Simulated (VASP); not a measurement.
# Lu (P6/mmm) in VASP: further runs

Lu is run at these levels: revPBE; tasks: single point.

All numbers are computed with VASP 6.6.1; they aren't measurements. Logs are shortened: lines on timing, memory, paths and dates and some standing lists are left out, and cuts for length are marked.

## 1. The cell of the first run

The structure is hexagonal, space group P6/mmm (No. 191). Conventional cell: a = 5.502 Å, b = 5.502 Å, c = 3.446 Å, α = 90.00°, β = 90.00°, γ = 120.00°. Within 4.5 Å of Lu (site symmetry 6/mmm) lie 14 Lu at 3.45 to 3.61 Å. Within 4.2 Å of Lu (site symmetry -6m2) lie 11 Lu at 3.18 to 3.61 Å.

This isn't the form of Lu at room conditions, which is hcp.

## 2. Single point, revPBE

File INCAR:

```
PREC = Accurate ; ENCUT = 520
EDIFF = 1E-7 ; ISMEAR = -1
SIGMA = 0.1 ; LREAL = F
LASPH = T ; NELM = 80
ALGO = Normal ; ISIF = 2
LWAVE = F ; LCHARG = F
GGA = RE ; NBANDS = 44
```

File KPOINTS:

```
Automatic mesh
0
Gamma
  7 7 9
```

File POSCAR:

```
Lu
1.0
    5.5024257991      0.0000000000      0.0000000000
   -2.7512128995      4.7652405245      0.0000000000
    0.0000000000      0.0000000000      3.4457397937
Lu
3
Direct
    0.0000000000      0.0000000000      1.0000000000
    0.3333333333      0.6666666667      0.5000000000
    0.6666666667      0.3333333333      0.5000000000
```

Potentials or basis: VASP PAW PBE potentials, release 64 (Lu).

Run with:

```console
$ cat potpaw_PBE.64/Lu/POTCAR > POTCAR
$ mpirun -np 1 vasp_std > vasp.out
```

OUTCAR:

```text
PREC = Accurate
   ENCUT = 520
   EDIFF = 1E-7
   ISMEAR = -1
   LREAL = F
   LASPH = T
   NELM = 80
   ISIF = 2
   GGA = RE

 ion  position               nearest neighbor table
   1  0.000  0.000  0.000-   2 3.61   3 3.61   2 3.61   3 3.61   3 3.61   3 3.61   2 3.61   2 3.61
                             3 3.61   3 3.61   2 3.61   2 3.61
   2  0.333  0.667  0.500-   3 3.18   3 3.18   3 3.18   1 3.61   1 3.61   1 3.61   1 3.61   1 3.61
                             1 3.61
   3  0.667  0.333  0.500-   2 3.18   2 3.18   2 3.18   1 3.61   1 3.61   1 3.61   1 3.61   1 3.61
                             1 3.61

  LATTYP: Found a hexagonal cell.
 ALAT       =     5.5024257991
 C/A-ratio  =     0.6262219464

  Lattice vectors:

 A1 = (   5.5024257991,   0.0000000000,   0.0000000000)
 A2 = (  -2.7512128995,   4.7652405245,   0.0000000000)
 A3 = (   0.0000000000,   0.0000000000,   3.4457397937)

Analysis of symmetry for initial positions (statically):
=====================================================================
 Subroutine PRICEL returns:
 Original cell was already a primitive cell.

 Routine SETGRP: Setting up the symmetry group for a
 hexagonal supercell.

 Subroutine GETGRP returns: Found 24 space group operations
 (whereof 24 operations were pure point group operations)
 out of a pool of 24 trial point group operations.

The static configuration has the point symmetry D_6h.

Analysis of symmetry for dynamics (positions and initial velocities):
=====================================================================
 Subroutine PRICEL returns:
 Original cell was already a primitive cell.

 Routine SETGRP: Setting up the symmetry group for a
 hexagonal supercell.

 Subroutine GETGRP returns: Found 24 space group operations
 (whereof 24 operations were pure point group operations)
 out of a pool of 24 trial point group operations.

The dynamic configuration has the point symmetry D_6h.

 Subroutine INISYM returns: Found 24 space group operations
 (whereof 24 operations are pure point group operations),
 and found     1 'primitive' translations

----------------------------------------------------------------------------------------

                                     Primitive cell

  volume of cell :      90.3486

  direct lattice vectors                    reciprocal lattice vectors
     5.502425799  0.000000000  0.000000000     0.181738025  0.104926498  0.000000000
    -2.751212900  4.765240525  0.000000000     0.000000000  0.209852996  0.000000000
     0.000000000  0.000000000  3.445739794     0.000000000  0.000000000  0.290213440

  length of vectors
     5.502425799  5.502425799  3.445739794     0.209852996  0.209852996  0.290213440

  position of ions in fractional coordinates (direct lattice)
     0.000000000  0.000000000  0.000000000
     0.333333333  0.666666667  0.500000000
     0.666666667  0.333333333  0.500000000

  ion indices of the primitive-cell ions
   primitive index   ion index
                 1           1
                 2           2
                 3           3

----------------------------------------------------------------------------------------

 KPOINTS: Automatic mesh

Automatic generation of k-mesh.
 Grid dimensions read from file:
 generate k-points for:    7    7    9

 Generating k-lattice:

  Cartesian coordinates                     Fractional coordinates (reciprocal lattice)
     0.025962575  0.014989500  0.000000000     0.142857143  0.000000000  0.000000000
     0.000000000  0.029978999  0.000000000     0.000000000  0.142857143  0.000000000
     0.000000000  0.000000000  0.032245938     0.000000000  0.000000000  0.111111111

  Length of vectors
     0.029978999  0.029978999  0.032245938

  Shift w.r.t. Gamma in fractional coordinates (k-lattice)
     0.000000000  0.000000000  0.000000000

 Subroutine IBZKPT returns following result:
 ===========================================

 Found     40 irreducible k-points:

 Following reciprocal coordinates:
            Coordinates               Weight
  0.000000  0.000000  0.000000      1.000000
  0.142857 -0.000000  0.000000      6.000000
  0.285714 -0.000000  0.000000      6.000000
  0.428571 -0.000000  0.000000      6.000000
  0.142857  0.142857  0.000000      6.000000
  0.285714  0.142857  0.000000     12.000000
[... 16 lines left out ...]
  0.428571  0.142857  0.222222     12.000000
  0.285714  0.285714  0.222222     12.000000
 [... further k-points ...]
   k-points           NKPTS =     40   k-points in BZ     NKDIM =     40   number of bands    NBANDS=     44
   number of dos      NEDOS =    301   number of ions     NIONS =      3
   total plane-waves  NPLWV =  49392
   dimension x,y,z NGX =    42 NGY =   42 NGZ =   28
   dimension x,y,z NGXF=    84 NGYF=   84 NGZF=   56
   ions per type =               3
   NGX,Y,Z   is equivalent  to a cutoff of  12.69, 12.69, 13.51 a.u.
   NGXF,Y,Z  is equivalent  to a cutoff of  25.38, 25.38, 27.02 a.u.
 SYSTEM =  unknown system
   PREC   = accura    normal or accurate (medium, high low for compatibility)
   ISTART =      0    job   : 0-new  1-cont  2-samecut
   ICHARG =      2    charge: 1-file 2-atom 10-const
   ISPIN  =      1    spin polarized calculation?
   LNONCOLLINEAR =      F non collinear calculations
   LSORBIT =      F    spin-orbit coupling
   LASPH  =      T    aspherical Exc in radial PAW
   ENCUT  =  520.0 eV  38.22 Ry    6.18 a.u.  10.23 10.23  6.41*2*pi/ulx,y,z
   NELM   =     80;   NELMIN=  2; NELMDL= -5     # of ELM steps
   EDIFF  = 0.1E-06   stopping-criterion for ELM
   LREAL  =      F    real-space projection
   EDIFFG = 0.1E-05   stopping-criterion for IOM
   NSW    =      0    number of steps for IOM
   IBRION =     -1    ionic relax: 0-MD 1-quasi-New 2-CG
   NFREE  =      0    steps in history (QN), initial steepest desc. (CG)
   ISIF   =      2    stress and relaxation
   ISYM   =      2    0-nonsym 1-usesym 2-fastsym
   POTIM  = 0.5000    time-step for ionic-motion
   TEBEG  =    0.0;   TEEND  =   0.0 temperature during run
   PSTRESS=    0.0 pullay stress
   NELECT =      75.0000    total number of electrons
   NUPDOWN=      -1.0000    fix difference up-down
   EMIN   =  10.00;   EMAX   =-10.00  energy-range for DOS
   EFERMI =   0.00;   METHOD = LEGACY
   ISMEAR =    -1;   SIGMA  =   0.10  broadening in eV -4-tet -1-fermi 0-gaus
   EFERMI_NEDOS =   21; number of points for ismear=-14 and -15
   IALGO  =     38    algorithm
   IMIX   =      4    mixing-type and parameters
     AMIX     =   0.40;   BMIX     =  1.00
     AMIX_MAG =   1.60;   BMIX_MAG =  1.00
  volume/ion in A,a.u.               =      30.12       203.23
  Fermi-wavevector in a.u.,A,eV,Ry     =   1.538585  2.907504 32.208296  2.367243
  Thomas-Fermi vector in A             =   2.644933
   LORBIT       =      0    0 simple, 1 ext, 2 COOP (PROOUT), +10 PAW based schemes
   GGA     = RE    functional components
   LHFCALC =     F    Hartree Fock is set to
   AEXX    =    0.0000 exact exchange contribution
   IVDW    =     0    specifies the selected vdW correction
   LEPSILON=     F    determine dielectric tensor
   LRPA    =     F    only Hartree local field effects (RPA)
 non-spin polarized calculation
  energy-cutoff  :      520.00
  volume of cell :       90.35
 maximum number of plane-waves:      2448
 NGX is ok and might be reduce to    42
   NGX = 21   NGY = 21   NGZ = 13

 number of electron      74.9999988 magnetization

 Free energy of the ion-electron system (eV)
  ---------------------------------------------------
  ext. energy  EPLUGINS =         0.00000000
  ---------------------------------------------------
  free energy    TOTEN  =       -12.54162771 eV

  energy without entropy =      -12.37247014  energy(sigma->0) =      -12.45704892

 E-fermi :   2.1333     XC(G=0): -10.3912

 val. band max:        2.1217522281   @ k =   0.1429   0.1429   0.0000
 cond. band min:       2.1376656469   @ k =   0.0000   0.0000   0.0000
 fundamental gap:      0.0159134188
 Fermi energy:         2.1333069122

 k-point     1 :       0.0000    0.0000    0.0000
  band No.  band energies     occupation
      1     -54.2231      2.00000
      2     -54.1783      2.00000
      3     -54.0966      2.00000
      4     -25.0555      2.00000
      5     -25.0555      2.00000
      6     -24.8336      2.00000
[... 36 lines left out ...]
     43       5.0617      0.00000
     44       5.5401      0.00000

 k-point     2 :       0.1429   -0.0000    0.0000
  band No.  band energies     occupation
      1     -54.2210      2.00000
      2     -54.1803      2.00000
      3     -54.0968      2.00000
      4     -25.0738      2.00000
      5     -25.0539      2.00000
      6     -24.8093      2.00000
[... 36 lines left out ...]
     43       5.0783      0.00000
     44       5.1702      0.00000

 k-point     3 :       0.2857   -0.0000    0.0000
  band No.  band energies     occupation
      1     -54.2155      2.00000
      2     -54.1855      2.00000
      3     -54.0971      2.00000
      4     -25.1066      2.00000
      5     -25.0311      2.00000
      6     -24.7589      2.00000
[... 36 lines left out ...]
     43       4.7169      0.00000
     44       5.0769      0.00000

 k-point     4 :       0.4286   -0.0000    0.0000
  band No.  band energies     occupation
      1     -54.2090      2.00000
      2     -54.1918      2.00000
      3     -54.0974      2.00000
      4     -25.1283      2.00000
      5     -24.9805      2.00000
      6     -24.8072      2.00000
[... 882 lines left out ...]
     43       4.2626      0.00000
     44       5.2335      0.00000

 k-point    23 :       0.4286    0.1429    0.2222
  band No.  band energies     occupation
      1     -54.2021      2.00000
      2     -54.1905      2.00000
      3     -54.0934      2.00000
      4     -25.1006      2.00000
      5     -24.9580      2.00000
      6     -24.8747      2.00000
[... 36 lines left out ...]
     43       4.2176      0.00000
     44       5.1765      0.00000

 k-point    24 :       0.2857    0.2857    0.2222
  band No.  band energies     occupation
      1     -54.2003      2.00000
      2     -54.1922      2.00000
      3     -54.0935      2.00000
      4     -25.1000      2.00000
      5     -24.9424      2.00000
      6     -24.8782      2.00000
[... 36 lines left out ...]
     43       4.4170      0.00000
     44       4.8378      0.00000

 [... further k-points ...]

------------------------ aborting loop because EDIFF is reached ----------------------------------------

  FORCE on cell =-STRESS in cart. coord.  units (eV):
  Direction    XX          YY          ZZ          XY          YZ          ZX
  --------------------------------------------------------------------------------------
  -------------------------------------------------------------------------------------
  Total        0.0505155      0.0505155      0.0385181      0.0000000      0.0000000      0.0000000
  in kB        0.8958060      0.8958060      0.6830531      0.0000000      0.0000000      0.0000000
  external PRESSURE =       0.8248883 kB  Pullay stress =       0.0000000 kB

 VOLUME and BASIS-vectors are now :
 -----------------------------------------------------------------------------
  energy-cutoff  :      520.00
  volume of cell :       90.35
      direct lattice vectors                 reciprocal lattice vectors
     5.502425799  0.000000000  0.000000000     0.181738025  0.104926498  0.000000000
    -2.751212900  4.765240525  0.000000000     0.000000000  0.209852996  0.000000000
     0.000000000  0.000000000  3.445739794     0.000000000  0.000000000  0.290213440

 POSITION                                       TOTAL-FORCE (eV/Angst)
 -----------------------------------------------------------------------------------
      0.00000      0.00000      0.00000         0.000000      0.000000      0.000000
     -0.00000      3.17683      1.72287        -0.000000      0.000000     -0.000000
      2.75121      1.58841      1.72287         0.000000     -0.000000      0.000000
 -----------------------------------------------------------------------------------
    total drift:                                0.000000      0.000000     -0.000000

  FREE ENERGIE OF THE ION-ELECTRON SYSTEM (eV)
  ---------------------------------------------------
  free  energy   TOTEN  =       -12.5416277059 eV

  energy  without entropy=      -12.3724701420  energy(sigma->0) =      -12.45704892
```

Run time: 2.7 min. Hardware: 1 thread of Intel Xeon Platinum 8124M at 3.00GHz (Skylake/Cascade Lake), shared host; peak memory 0.3 GiB.

What came out:

```
Free energy            : -12.5416 eV
Pressure               : 0.1 GPa
Band gap on the k mesh : zero (an odd number of electrons rules out a gap without spin polarisation)
```

Caveat: the PAW data sets were made with another functional, which shifts forces and pressure a little; spin-orbit coupling is left out, which moves the levels of the heavy elements.

## 3. Single point, revPBE (26.50 Å³/atom)

This run uses another cell than the first one, of 26.50 Å³/atom.

File INCAR:

```
ALGO = Normal
EDIFF = 1E-6
ENCUT = 520
GGA = RE
ISIF = 2
ISMEAR = -1
LASPH = T
LCHARG = F
LREAL = F
LWAVE = F
NBANDS = 44
NELM = 100
PREC = Accurate
SIGMA = 0.1
```

File KPOINTS:

```
k-points
0
Gamma
  8 8 10
```

File POSCAR:

```
Lu
1.0
    5.2728864472      0.0000000000      0.0000000000
   -2.6364432236      4.5664536145      0.0000000000
    0.0000000000      0.0000000000      3.3019972140
Lu
3
Direct
    0.0000000000      0.0000000000      1.0000000000
    0.3333333333      0.6666666667      0.5000000000
    0.6666666667      0.3333333333      0.5000000000
```

Potentials or basis: VASP PAW PBE potentials, release 64 (Lu).

Run with:

```console
$ cat potpaw_PBE.64/Lu/POTCAR > POTCAR
$ mpirun -np 1 vasp_std > vasp.out
```

It took 2.8 min on 1 thread of Intel Xeon Platinum 8124M at 3.00GHz (Skylake/Cascade Lake), shared host; peak memory 0.32 GiB.

It converged, with:

- Free energy: -12.3253 eV
- Pressure: 6.8 GPa
- Band gap on the k mesh: zero (an odd number of electrons rules out a gap without spin polarisation)

Stress tensor (GPa, compression positive):
```
6.91 0.00 0.00
0.00 6.91 0.00
0.00 0.00 6.68
```

Levels at points of the mesh, in eV from the Fermi level:
| k point | band 34 | band 35 | band 36 | band 37 | band 38 | band 39 | band 40 | band 41 | band 42 | band 43 |
| --- | --- | --- | --- | --- | --- | --- | --- | --- | --- | --- |
| (0.00, 0.00, 0.00) | -4.56 | -1.27 | 0.05 | 0.05 | 0.12 | 0.12 | 0.30 | 2.29 | 3.19 | 3.19 |
| (0.50, 0.00, 0.00) | -3.80 | -3.75 | -2.44 | 0.58 | 0.79 | 0.83 | 1.10 | 1.29 | 1.96 | 2.52 |
| (0.00, 0.00, 0.50) | -2.59 | -1.66 | -1.29 | -1.29 | -0.76 | -0.76 | 2.16 | 2.16 | 2.77 | 2.77 |
| (0.50, 0.00, 0.50) | -2.12 | -2.01 | -0.95 | -0.24 | -0.17 | 0.05 | 0.77 | 1.75 | 1.99 | 2.40 |

Caveat: the cell stands under pressure; the PAW data sets were made with another functional, which shifts forces and pressure a little; spin-orbit coupling is left out, which moves the levels of the heavy elements.

## 4. Single point, revPBE (27.71 Å³/atom)

This run uses another cell than the first one, of 27.71 Å³/atom.

File INCAR:

```
SYSTEM = Lu
PREC = Accurate ; ENCUT = 520
EDIFF = 1E-6 ; ISMEAR = -1
SIGMA = 0.1 ; LREAL = .False.
LASPH = .True. ; NELM = 80
ALGO = Normal ; ISIF = 2
LWAVE = .False. ; LCHARG = .False.
GGA = RE ; NBANDS = 44
```

File KPOINTS:

```
regular mesh
0
Gamma
  8 8 10
  0 0 0
```

File POSCAR:

```
Lu
1.0
    5.3515978493      0.0000000000      0.0000000000
   -2.6757989246      4.6346196884      0.0000000000
    0.0000000000      0.0000000000      3.3512880214
Lu
3
Direct
    0.0000000000      0.0000000000      1.0000000000
    0.3333333333      0.6666666667      0.5000000000
    0.6666666667      0.3333333333      0.5000000000
```

Run with:

```console
$ cat potpaw_PBE.64/Lu/POTCAR > POTCAR
$ mpirun -np 1 vasp_std > vasp.out
```

Wall time 3.1 min (1 thread of Intel Xeon Platinum 8124M at 3.00GHz (Skylake/Cascade Lake), shared host); peak memory 0.31 GiB.

It converged, with:

```yaml
Free_energy: -12.4480 eV
Pressure: 4.3 GPa
Band_gap_on_the_k_mesh: zero (an odd number of electrons rules out a gap without spin polarisation)
```

Levels at points of the mesh, in eV from the Fermi level:
```csv
k point,band 35,band 36,band 37,band 38,band 39,band 40,band 41,band 42
"(0.00, 0.00, 0.00)",-1.18,0.01,0.01,0.08,0.08,0.26,2.22,3.10
"(0.50, 0.00, 0.00)",-3.75,-2.36,0.59,0.80,0.85,0.94,1.28,1.91
"(0.00, 0.00, 0.50)",-1.71,-1.17,-1.17,-0.69,-0.69,2.10,2.10,2.63
"(0.50, 0.00, 0.50)",-1.98,-0.87,-0.22,-0.18,0.01,0.64,1.74,1.92
```

Caveat: the cell stands under pressure; the PAW data sets were made with another functional, which shifts forces and pressure a little; spin-orbit coupling is left out, which moves the levels of the heavy elements.

(Part 1 of 2 ends here.)

The gap in the log of VASP goes by the Fermi energy; the results here count the filled bands.